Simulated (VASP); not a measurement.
# Fe (P1) in VASP: notebook, part 2 of 2

VASP 6.6.1. The steps go on from the part before.

## Step 4: Single point, PBE, collinear spin, ferromagnetic start

INCAR

```
SYSTEM = Fe
PREC = Accurate
ENCUT = 520
EDIFF = 1E-6
ISMEAR = -1
SIGMA = 0.08
LREAL = .FALSE.
LASPH = .TRUE.
NELM = 150
ALGO = Normal
ISIF = 2
LWAVE = .FALSE.
LCHARG = .FALSE.
ISPIN = 2
MAGMOM = 3 3 3 3
LORBIT = 11
LMAXMIX = 4
GGA = PE
NBANDS = 28
```

KPOINTS

```
regular mesh
0
G
  5 5 9
  0 0 0
```

POSCAR

```
Fe
1.0
   -2.8860000000      2.8860000000      2.8860000000
    2.8860000000     -2.8860000000      2.8860000000
    1.4430000000      1.4430000000     -1.4430000000
Fe
4
Direct
   -0.0059878725     -0.0071671864      0.0038624394
   -0.0039066182      0.5000408870      0.0020142065
    0.5022770270      0.0098421691      0.0072591823
    0.5076172904      0.4972839570     -0.0131358281
```

Potentials or basis: VASP PAW PBE potentials, release 64 (Fe).

Launch:

```console
> cat potpaw_PBE.64/Fe/POTCAR > POTCAR
> mpirun -np 1 vasp_std > vasp.out
```

OUTCAR:

```text
SYSTEM = Fe
   PREC = Accurate
   ENCUT = 520
   EDIFF = 1E-6
   ISMEAR = -1
   LREAL = .FALSE.
   LASPH = .TRUE.
   NELM = 150
   ISIF = 2
   ISPIN = 2
   LORBIT = 11
   GGA = PE

 ion  position               nearest neighbor table
   1  0.994  0.993  0.004-   2 2.47   4 2.49   3 2.49   3 2.51   4 2.52   2 2.53   4 2.81   3 2.87
                             2 2.87   2 2.90   3 2.91   4 2.96
   2  0.996  0.500  0.002-   4 2.42   1 2.47   3 2.47   3 2.53   1 2.53   4 2.57   3 2.85   4 2.87
                             1 2.87   1 2.90   4 2.91   3 2.92
   3  0.502  0.010  0.007-   4 2.45   2 2.47   1 2.49   1 2.51   2 2.53   4 2.55   4 2.81   2 2.85
                             1 2.87   1 2.91   2 2.92   4 2.97
   4  0.508  0.497  0.987-   2 2.42   3 2.45   1 2.49   1 2.52   3 2.55   2 2.57   3 2.81   1 2.81
                             2 2.87   2 2.91   1 2.96   3 2.97

  LATTYP: Found a trigonal (rhomboedric) cell.
 ALAT       =     4.7858895725
 COS(alpha) =    -0.4545454545

  Lattice vectors:

 A1 = (  -1.4430000000,  -1.4430000000,  -4.3290000000)
 A2 = (  -1.4430000000,   4.3290000000,   1.4430000000)
 A3 = (   4.3290000000,  -1.4430000000,   1.4430000000)

Analysis of symmetry for initial positions (statically):
=====================================================================
 Subroutine PRICEL returns:
 Original cell was already a primitive cell.

 Routine SETGRP: Setting up the symmetry group for a
 trigonal (rhombohedral) supercell.

 Subroutine GETGRP returns: Found  1 space group operations
 (whereof  1 operations were pure point group operations)
 out of a pool of 12 trial point group operations.

The static configuration has the point symmetry C_1 .

Analysis of symmetry for dynamics (positions and initial velocities):
=====================================================================
 Subroutine PRICEL returns:
 Original cell was already a primitive cell.

 Routine SETGRP: Setting up the symmetry group for a
 trigonal (rhombohedral) supercell.

 Subroutine GETGRP returns: Found  1 space group operations
 (whereof  1 operations were pure point group operations)
 out of a pool of 12 trial point group operations.

The dynamic configuration has the point symmetry C_1 .

Analysis of structural, dynamic, and magnetic symmetry:
=====================================================================
 Subroutine PRICEL returns:
 Original cell was already a primitive cell.

 Routine SETGRP: Setting up the symmetry group for a
 trigonal (rhombohedral) supercell.

 Subroutine GETGRP returns: Found  1 space group operations
 (whereof  1 operations were pure point group operations)
 out of a pool of 12 trial point group operations.

The overall configuration has the point symmetry C_1 .

 Subroutine INISYM returns: Found  1 space group operations
 (whereof  1 operations are pure point group operations),
 and found     1 'primitive' translations

----------------------------------------------------------------------------------------

                                     Primitive cell

  volume of cell :      48.0750

  direct lattice vectors                    reciprocal lattice vectors
    -2.886000000  2.886000000  2.886000000     0.000000000  0.173250173  0.173250173
     2.886000000 -2.886000000  2.886000000     0.173250173  0.000000000  0.173250173
     1.443000000  1.443000000 -1.443000000     0.346500347  0.346500347  0.000000000

  length of vectors
     4.998698631  4.998698631  2.499349315     0.245012745  0.245012745  0.490025489

  position of ions in fractional coordinates (direct lattice)
     0.994012127  0.992832814  0.003862439
     0.996093382  0.500040887  0.002014207
[... 104 lines left out ...]
   LREAL  =      F    real-space projection
   EDIFFG = 0.1E-04   stopping-criterion for IOM
   NSW    =      0    number of steps for IOM
   IBRION =     -1    ionic relax: 0-MD 1-quasi-New 2-CG
   NFREE  =      0    steps in history (QN), initial steepest desc. (CG)
   ISIF   =      2    stress and relaxation
   ISYM   =      2    0-nonsym 1-usesym 2-fastsym
   POTIM  = 0.5000    time-step for ionic-motion
   TEBEG  =    0.0;   TEEND  =   0.0 temperature during run
   PSTRESS=    0.0 pullay stress
   NELECT =      32.0000    total number of electrons
   NUPDOWN=      -1.0000    fix difference up-down
   EMIN   =  10.00;   EMAX   =-10.00  energy-range for DOS
   EFERMI =   0.00;   METHOD = LEGACY
   ISMEAR =    -1;   SIGMA  =   0.08  broadening in eV -4-tet -1-fermi 0-gaus
   EFERMI_NEDOS =   21; number of points for ismear=-14 and -15
   IALGO  =     38    algorithm
   IMIX   =      4    mixing-type and parameters
     AMIX     =   0.40;   BMIX     =  1.00
     AMIX_MAG =   1.60;   BMIX_MAG =  1.00
  volume/ion in A,a.u.               =      12.02        81.11
  Fermi-wavevector in a.u.,A,eV,Ry     =   1.429394  2.701162 27.798962  2.043166
  Thomas-Fermi vector in A             =   2.549352
   LORBIT       =     11    0 simple, 1 ext, 2 COOP (PROOUT), +10 PAW based schemes
   GGA     = PE    functional components
   LHFCALC =     F    Hartree Fock is set to
   AEXX    =    0.0000 exact exchange contribution
   IVDW    =     0    specifies the selected vdW correction
   LEPSILON=     F    determine dielectric tensor
   LRPA    =     F    only Hartree local field effects (RPA)
 spin polarized calculation
  energy-cutoff  :      520.00
  volume of cell :       48.07
 maximum number of plane-waves:      1308
 NGX is ok and might be reduce to    40
   NGX = 19   NGY = 19   NGZ =  9

 number of electron      32.0000000 magnetization      12.0000000

 number of electron      32.0000002 magnetization       9.0101222

 Free energy of the ion-electron system (eV)
  ---------------------------------------------------
  ext. energy  EPLUGINS =         0.00000000
  ---------------------------------------------------
  free energy    TOTEN  =       -32.89071323 eV

  energy without entropy =      -32.80316599  energy(sigma->0) =      -32.84693961

 E-fermi :   5.2463     XC(G=0): -12.7973

 val. band max:        5.2454945761   @ k =   0.0000   0.2000   0.0000
 cond. band min:       5.2493875289   @ k =   0.4000   0.0000   0.2222
 fundamental gap:      0.0038929527
 Fermi energy:         5.2462995736

 spin component 1

 k-point     1 :       0.0000    0.0000    0.0000
  band No.  band energies     occupation
      1      -2.8358      1.00000
      2       0.6212      1.00000
      3       0.6261      1.00000
      4       0.6323      1.00000
      5       2.0634      1.00000
      6       2.0656      1.00000
[... 733 lines left out ...]
     27      17.0391      0.00000
     28      17.7711      0.00000

 [... further k-points ...]

 spin component 2

 k-point     1 :       0.0000    0.0000    0.0000
  band No.  band energies     occupation
      1      -2.6919      1.00000
      2       1.9361      1.00000
      3       1.9367      1.00000
      4       1.9433      1.00000
      5       3.8392      1.00000
      6       3.8515      1.00000
[... 733 lines left out ...]
     27      17.7668      0.00000
     28      18.4454      0.00000

 [... further k-points ...]
[... 5 lines left out ...]
  --------------------------------------------------------------------------------------
  -------------------------------------------------------------------------------------
  Total       -2.7370805     -2.8079659     -2.7675248      0.0395014      0.0250430      0.0301551
  in kB      -91.2177117    -93.5800851    -92.2323182      1.3164494      0.8346000      1.0049672
  external PRESSURE =     -92.3433717 kB  Pullay stress =       0.0000000 kB

 VOLUME and BASIS-vectors are now :
 -----------------------------------------------------------------------------
  energy-cutoff  :      520.00
  volume of cell :       48.07
      direct lattice vectors                 reciprocal lattice vectors
    -2.886000000  2.886000000  2.886000000     0.000000000  0.173250173  0.173250173
     2.886000000 -2.886000000  2.886000000     0.173250173  0.000000000  0.173250173
     1.443000000  1.443000000 -1.443000000     0.346500347  0.346500347  0.000000000

 POSITION                                       TOTAL-FORCE (eV/Angst)
 -----------------------------------------------------------------------------------
      0.00217      0.00898      5.72846         0.097008     -0.076769      0.352979
     -1.42870      1.43451      4.31494        -0.221057      0.348263      0.241107
     -1.41069      1.43164      1.46750        -0.364586      0.093422     -0.322892
      1.39422      1.45387      1.47610         0.488635     -0.364917     -0.271195
 -----------------------------------------------------------------------------------
    total drift:                                0.000155      0.000005     -0.000182

  FREE ENERGIE OF THE ION-ELECTRON SYSTEM (eV)
  ---------------------------------------------------
  free  energy   TOTEN  =       -32.8907132319 eV

  energy  without entropy=      -32.8031659872  energy(sigma->0) =      -32.84693961

 total charge

# of ion       s       p       d       tot
------------------------------------------
    1        0.463   0.492   6.203   7.159
    2        0.464   0.493   6.206   7.163
    3        0.464   0.493   6.204   7.161
    4        0.465   0.494   6.206   7.165
--------------------------------------------------
tot          1.856   1.971  24.819  28.647

 magnetization (x)

# of ion       s       p       d       tot
------------------------------------------
    1       -0.015  -0.057   2.340   2.268
    2       -0.015  -0.057   2.328   2.256
    3       -0.015  -0.057   2.335   2.264
    4       -0.015  -0.057   2.330   2.259
--------------------------------------------------
tot         -0.058  -0.228   9.333   9.047
```

OSZICAR:

```text
N       E                     dE             d eps       ncg     rms          rms(c)
DAV:   1     0.227878403849E+03    0.22788E+03   -0.14062E+04 12880   0.148E+03
DAV:   2    -0.236489737513E+02   -0.25153E+03   -0.23564E+03 12656   0.302E+02
DAV:   3    -0.363549004273E+02   -0.12706E+02   -0.11828E+02 13460   0.962E+01
DAV:   4    -0.365153731033E+02   -0.16047E+00   -0.16017E+00 14220   0.121E+01
DAV:   5    -0.365167543648E+02   -0.13813E-02   -0.13812E-02 13884   0.880E-01    0.218E+01
DAV:   6    -0.332395582034E+02    0.32772E+01   -0.28661E+01 13700   0.751E+01    0.125E+01
DAV:   7    -0.329653371053E+02    0.27422E+00   -0.27467E+00 14272   0.239E+01    0.723E+00
DAV:   8    -0.332289134614E+02   -0.26358E+00   -0.21175E+00 15876   0.245E+01    0.802E+00
DAV:   9    -0.329163167225E+02    0.31260E+00   -0.12494E+00 15720   0.194E+01    0.249E+00
DAV:  10    -0.328989073705E+02    0.17409E-01   -0.10244E-01 18772   0.471E+00    0.141E+00
DAV:  11    -0.328913494794E+02    0.75579E-02   -0.54593E-02 15920   0.393E+00    0.681E-01
DAV:  12    -0.328906525765E+02    0.69690E-03   -0.49338E-03 15788   0.107E+00    0.205E-01
DAV:  13    -0.328907047889E+02   -0.52212E-04   -0.82298E-04 14952   0.392E-01    0.870E-02
DAV:  14    -0.328907708189E+02   -0.66030E-04   -0.42796E-04 15564   0.342E-01    0.117E-01
DAV:  15    -0.328907126983E+02    0.58121E-04   -0.33099E-04 15376   0.313E-01    0.371E-02
DAV:  16    -0.328907128043E+02   -0.10593E-06   -0.20778E-05 15428   0.634E-02    0.155E-02
DAV:  17    -0.328907132319E+02   -0.42761E-06   -0.44916E-06  9440   0.327E-02
   1 F= -.32890713E+02 E0= -.32846940E+02  d E =-.875472E-01  mag=     9.0110
```

stdout:

```text
POSCAR found type information on POSCAR Fe
 POSCAR found :  1 types and       4 ions
 scaLAPACK will be used
 LDA part: xc-table for (Slater+PW92), standard interpolation
 -----------------------------------------------------------------------------
|                                                                             |
|           W    W    AA    RRRRR   N    N  II  N    N   GGGG   !!!           |
|           W    W   A  A   R    R  NN   N  II  NN   N  G    G  !!!           |
|           W    W  A    A  R    R  N N  N  II  N N  N  G       !!!           |
|           W WW W  AAAAAA  RRRRR   N  N N  II  N  N N  G  GGG   !            |
|           WW  WW  A    A  R   R   N   NN  II  N   NN  G    G                |
|           W    W  A    A  R    R  N    N  II  N    N   GGGG   !!!           |
|                                                                             |
|     Your reciprocal lattice and k-lattice belong to different lattice       |
|     classes:                                                                |
|                                                                             |
|        The reciprocal lattice is rhombohedral (trigonal),                   |
|        whereas your k-lattice is base-centered monoclinic.                  |
|                                                                             |
|     Results are often still useful ...                                      |
|                                                                             |
 -----------------------------------------------------------------------------

 POSCAR, INCAR and KPOINTS ok, starting setup
 FFT: planning ... GRIDC
 FFT: planning ... GRID_SOFT
 FFT: planning ... GRID
 WAVECAR not read
 entering main loop
```

Wall time 2.6 min (1 thread of Intel Xeon 6975P-C (Granite Rapids), shared host); peak memory 0.34 GiB.

Results:

| Quantity | Value |
| --- | --- |
| Free energy | -32.8907 eV |
| Pressure | -9.2 GPa |
| Largest force | 0.667 eV/Å |
| Net moment | 9.01 μB per cell |
| Site moments | Fe +2.27, +2.26 μB |
| Valence electrons inside the program's atomic spheres | Fe 7.16, 7.17 |

Forces in eV/Å, atoms in the order of the input:
```
Fe   0.097 -0.077  0.353
Fe  -0.221  0.348  0.241
Fe  -0.365  0.093 -0.323
Fe   0.489 -0.365 -0.271
```

Stress tensor (GPa, compression positive):
```
-9.12  0.13  0.10
 0.13 -9.36  0.08
 0.10  0.08 -9.22
```

## Step 5: Single point, PBE, collinear spin, ferromagnetic start

INCAR

```
SYSTEM = Fe
ALGO     = Normal         ! electronic algorithm
EDIFF    = 1E-6           ! SCF threshold, eV
ENCUT    = 520            ! plane-wave cutoff, eV
GGA      = PE             ! functional
ISIF     = 2              ! what is computed and relaxed
ISMEAR   = -1             ! smearing method
ISPIN    = 2              ! spin polarisation
LASPH    = .TRUE.         ! aspherical terms in the spheres
LCHARG   = .FALSE.        ! write CHGCAR
LMAXMIX  = 4              ! l up to which the mixer works
LORBIT   = 11             ! projections on sites
LREAL    = .FALSE.        ! projectors in reciprocal space
LWAVE    = .FALSE.        ! write WAVECAR
MAGMOM   = 3 3 3 3        ! initial moments
NBANDS   = 28             ! bands
NELM     = 150            ! most SCF steps
PREC     = Accurate       ! precision mode
SIGMA    = 0.08           ! smearing width, eV
```

KPOINTS

```
k-points
0
G
  5 5 9
  0 0 0
```

POSCAR

```
Fe
1.0
   -2.8860000000      2.8860000000      2.8860000000
    2.8860000000     -2.8860000000      2.8860000000
    1.4430000000      1.4430000000     -1.4430000000
Fe
4
Direct
   -0.0101198891     -0.0113272696      0.0079566875
   -0.0039294872      0.5002023562      0.0056628552
    0.5030388080      0.0151042966      0.0109175329
    0.5110105683      0.4960206168     -0.0245370755
```

Launch:

```console
> cat potpaw_PBE.64/Fe/POTCAR > POTCAR
> mpirun -np 1 vasp_std > vasp.out
```

Wall time 2.5 min (1 thread of Intel Xeon 6975P-C (Granite Rapids), shared host); peak memory 0.34 GiB.

The run converged. Its results:

| Property | Result |
| --- | --- |
| Free energy | -32.8368 eV |
| Pressure | -8.5 GPa |
| Largest force | 0.987 eV/Å |
| Net moment | 9.04 μB per cell |
| Site moments | Fe +2.28, +2.26, +2.27 μB |
| Valence electrons inside the program's atomic spheres | Fe 7.16, 7.17 |

Forces on the atoms (eV/Å):
```
Fe   0.106 -0.117  0.565
Fe  -0.319  0.452  0.337
Fe  -0.536  0.145 -0.475
Fe   0.750 -0.480 -0.427
```

Stress tensor (GPa, compression positive):
```
-8.25  0.08  0.21
 0.08 -8.83  0.18
 0.21  0.18 -8.32
```

Levels at points of the mesh, in eV from the Fermi level:
Spin up:
```
           k point  band 17  band 18  band 19  band 20  band 21  band 22  band 23  band 24  band 25  band 26
(0.00, 0.00, 0.00)    -0.93    -0.90     0.16     0.25     0.27     0.58     0.60     0.67     6.82     6.84
```
Spin down:
| k point | band 10 | band 11 | band 12 | band 13 | band 14 | band 15 |
| --- | --- | --- | --- | --- | --- | --- |
| (0.00, 0.00, 0.00) | -0.17 | 0.61 | 0.65 | 0.67 | 1.53 | 1.55 |
